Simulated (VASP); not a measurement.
Here is a VASP 6.6.1 calculation.

File INCAR:

```
SYSTEM = SiGeO4
PREC = Accurate ; ENCUT = 600
EDIFF = 1E-6 ; ISMEAR = -1
SIGMA = 0.05 ; LREAL = .FALSE.
LASPH = .TRUE. ; NELM = 120
ALGO = Normal ; ISIF = 2
LWAVE = .FALSE. ; LCHARG = .FALSE.
GGA = PS ; NBANDS = 54
GGA_COMPAT = .FALSE.
```

Contents of KPOINTS:

```
Automatic mesh
0
Gamma
  2 2 2
  0.5 0.5 0.5
```

Contents of POSCAR:

```
SiGeO4
1.0
    4.2971250000      0.0000000000      0.0000000000
    0.0000000000      4.2971250000      0.0000000000
    0.0000000000      0.0000000000      5.5381150000
Si Ge O
2 2 8
Direct
    0.0004660000      0.0096240000      0.0043320000
    0.4965450000      0.4841340000      0.7517470000
    0.0008400000      0.9921990000      0.5006660000
    0.4979930000      0.5110110000      0.2569350000
    0.2919630000      0.3050600000      0.9935740000
    0.3042690000      0.3023710000      0.5173930000
    0.6937620000      0.6887220000      0.0028600000
    0.7128600000      0.6970780000      0.5046840000
    0.1903150000      0.8023460000      0.2421490000
    0.1989640000      0.8159880000      0.7604020000
    0.8084460000      0.1965640000      0.2511500000
    0.8147250000      0.1943850000      0.7593910000
```

Potentials or basis: VASP PAW PBE potentials, release 64 (Si, Ge_d, O).

The run is started by

```sh
$ cat potpaw_PBE.64/Si/POTCAR potpaw_PBE.64/Ge_d/POTCAR potpaw_PBE.64/O/POTCAR > POTCAR
$ mpirun -np 1 vasp_std > vasp.out
```

What does it give for the pressure?

5.0 GPa.

What does it give for the band gap on the k mesh?

5.46 eV, indirect (the least direct gap lies 4.4 meV higher).

Predict the largest force.

3.757 eV/Å.

Stress tensor (GPa, compression positive):
```
 4.25  0.74  0.81
 0.74  4.56 -0.14
 0.81 -0.14  6.22
```

Caveat: the k points lie up to 0.73 Å⁻¹ apart; the PAW data sets were made with another functional, which shifts forces and pressure a little. A k mesh can miss the band edges.
